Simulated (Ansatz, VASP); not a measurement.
**LiH in VASP and in Ansatz**

INCAR

```
PREC = Accurate
ENCUT = 750
EDIFF = 1E-6
ISMEAR = 0
SIGMA = 0.01
LREAL = False
LASPH = True
NELM = 120
ALGO = Normal
ISIF = 2
LWAVE = False
LCHARG = False
GGA = PE
NBANDS = 9
GGA_COMPAT = False
```

KPOINTS

```
Automatic mesh
0
Gamma
  10 10 10
```

File POSCAR:

```
LiH
1.0
    0.0000000000      2.0033987139      2.0033987139
    2.0033987139      0.0000000000      2.0033987139
    2.0033987139      2.0033987139      0.0000000000
Li H
1 1
Direct
    0.0000000000      0.0000000000      0.0000000000
    0.5000000000      0.5000000000      0.5000000000
```

Input for Ansatz:

```yaml
crystal:
  lattice:
    - [0.0, 2.0033987139, 2.0033987139]
    - [2.0033987139, 0.0, 2.0033987139]
    - [2.0033987139, 2.0033987139, 0.0]
  atoms:
    - { symbol: Li, position: [0.0, 0.0, 0.0] }
    - { symbol: H, position: [0.5, 0.5, 0.5] }
kpoints:
  mp_grid: { grid: [10, 10, 10] }
  band_path:
    path:
      - [0.0, 0.0, 0.0]
      - [0.5, 0.0, 0.5]
      - [0.625, 0.25, 0.625]
      - [0.375, 0.375, 0.75]
      - [0.5, 0.5, 0.5]
      - [0.5, 0.25, 0.75]
      - [0.0, 0.5, 0.5]
    npoints: 1
hamiltonian:
  xc: pbe
scf:
  occupations: { method: fixed }
  n_extra_bands: 4
output:
  forces: true
  stress: true
  eigenvalues: true
```

Alike in both runs: task single point; functional PBE; k mesh 10 × 10 × 10; no spin polarisation.

```csv
,VASP,Ansatz
version,VASP 6.6.1,Ansatz 0.2.0
potentials or method,"VASP PAW PBE potentials, release 64 (Li_sv, H)","plane waves, PAW"
plane-wave cutoff (eV),750,420
occupations,"gaussian, width 0.01 eV",fixed
valence electrons in the cell,4,4
```

```tsv
	VASP	Ansatz	Ansatz less VASP
gap on the k mesh at the Fermi level (eV)	2.98	2.98	+0.004
pressure (GPa)	-0.2	0.0	+0.20
```
